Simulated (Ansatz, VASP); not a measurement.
# Pt3S2 in VASP and in Ansatz

INCAR

```
ALGO = Normal ; EDIFF = 1E-6
ENCUT = 500 ; GGA = PE
GGA_COMPAT = False ; ISIF = 2
ISMEAR = 0 ; LASPH = True
LCHARG = False ; LREAL = False
LWAVE = False ; NBANDS = 29
NELM = 120 ; PREC = Accurate
SIGMA = 0.1
```

The input KPOINTS:

```
k-points
0
Gamma
  6 6 4
```

File POSCAR:

```
Pt3S2
1.0
    3.9928182475      0.0000000000      0.0000000000
   -1.9964091238      3.4578820350      0.0000000000
    0.0000000000      0.0000000000      6.2121766135
Pt S
3 2
Direct
    0.0000000000      0.0000000000      0.0000000000
    0.3333333333      0.6666666667      0.6450000000
    0.6666666667      0.3333333333      0.3550000000
    0.3333333333      0.6666666667      0.2450000000
    0.6666666667      0.3333333333      0.7550000000
```

Input for Ansatz:

```yaml
crystal:
  lattice:
    - [3.9928182475, 0.0, 0.0]
    - [-1.9964091238, 3.457882035, 0.0]
    - [0.0, 0.0, 6.2121766135]
  atoms:
    - { symbol: Pt, position: [0.0, 0.0, 0.0] }
    - { symbol: Pt, position: [0.3333333333, 0.6666666667, 0.645] }
    - { symbol: Pt, position: [0.6666666667, 0.3333333333, 0.355] }
    - { symbol: S, position: [0.3333333333, 0.6666666667, 0.245] }
    - { symbol: S, position: [0.6666666667, 0.3333333333, 0.755] }
basis:
  ecutwfc: 420
kpoints:
  mp_grid: { grid: [6, 6, 4] }
hamiltonian:
  xc: pbe
scf:
  occupations: { method: gaussian, width: 0.1 }
  lower_state_search: "off"
output:
  forces: true
  stress: true
  eigenvalues: true
```

Alike in both runs: task single point; functional PBE; k mesh 6 × 6 × 4; occupations gaussian, width 0.1 eV; no spin polarisation.

|  | VASP | Ansatz |
| --- | --- | --- |
| version | VASP 6.6.1 | Ansatz 0.2.0 |
| potentials or method | VASP PAW PBE potentials, release 64 (Pt, S), cutoff 500 eV | scalar-relativistic, plane waves, PAW |
| valence electrons in the cell | 42 | 66 |

Ansatz gave:

- gap on the k mesh at the Fermi level (eV): none
- pressure (GPa): 0.9
- traceless stress, the component that is largest in VASP (GPa): -4.58
- rms of the force components (eV/Å): 0.239

Question: What did VASP give for the same quantities?

Answer: gap on the k mesh at the Fermi level (eV): none; pressure (GPa): 0.7; traceless stress, the component that is largest in VASP (GPa): -4.59; rms of the force components (eV/Å): 0.236.

Atom by atom the forces differ by 0.004 eV/Å (rms over components). A gap of «none» marks a metal or a gap that the smearing closes. VASP's potentials hold 42 valence electrons a cell and Ansatz's 66, so a difference there can come from the potentials and not from the codes.

Neither program's run includes spin-orbit coupling.
